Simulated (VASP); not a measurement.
Wanted: the native input for a VASP 6.6.1 run.

- Task: relaxation of cell and atoms
- Functional: PBE
- Potentials or basis: VASP PAW PBE potentials, release 64 (H, Mo_sv)
- Cutoff: 600 eV
- k mesh: 6 × 6 × 4
- Occupations: gaussian, width 0.1 eV
- Spin: no spin polarisation
- Dipole correction: no
- Further INCAR settings: ALGO = Normal; EDIFF = 1e-06; IBRION = 2; EDIFFG = -0.04; NSW = 90; ISIF = 3

The structure of Mo3H2 lies in POSCAR:

```
Mo3H2
1.0
    3.7257723490      0.0000000000      0.0000000000
   -1.8628861745      3.2266135029      0.0000000000
    0.0000000000      0.0000000000      4.4985265202
H Mo
2 3
Direct
    0.3333333333      0.6666666667      0.1380000000
    0.6666666667      0.3333333333      0.8620000000
    0.0000000000      0.0000000000      0.0000000000
    0.3333333333      0.6666666667      0.6250000000
    0.6666666667      0.3333333333      0.3750000000
```

The input as run:

INCAR

```
SYSTEM = Mo3H2
PREC = Accurate ; ENCUT = 600
EDIFF = 1E-6 ; ISMEAR = 0
SIGMA = 0.1 ; LREAL = .FALSE.
LASPH = .TRUE. ; NELM = 80
ALGO = Normal ; ISIF = 3
LWAVE = .FALSE. ; LCHARG = .FALSE.
GGA = PE ; IBRION = 2
NSW = 90 ; EDIFFG = -0.04
```

KPOINTS

```
Automatic mesh
0
G
  6 6 4
  0 0 0
```

Potentials or basis: VASP PAW PBE potentials, release 64 (H, Mo_sv).

Launch:

```sh
$ cat potpaw_PBE.64/H/POTCAR potpaw_PBE.64/Mo_sv/POTCAR > POTCAR
$ mpirun -np 1 vasp_std > vasp.out
```

Results of the run:

```json
{"Relaxed volume": "11.08 Å³/atom", "Relaxed cell": "a = 4.302 Å, b = 4.302 Å, c = 3.457 Å, α = 90.00°, β = 90.00°, γ = 120.00°", "Space group after relaxing (to 0.1 Å)": "P-3m1 (No. 164)", "Energy gained by relaxing": "262.5 meV/atom", "Ionic steps": "38", "Pressure after relaxing": "0.0 GPa", "Largest force after relaxing": "0.032 eV/Å", "Band gap on the k mesh": "zero (bands 22 and 23 overlap by 0.99 eV)"}
```

Caveat: a cell axis changed by over 15 % at a fixed basis, so the end point is rough.

It took 21 min on 1 thread of Oxide Virtual Turin-like Processor, with other jobs on the host, peak memory 0.18 GiB.
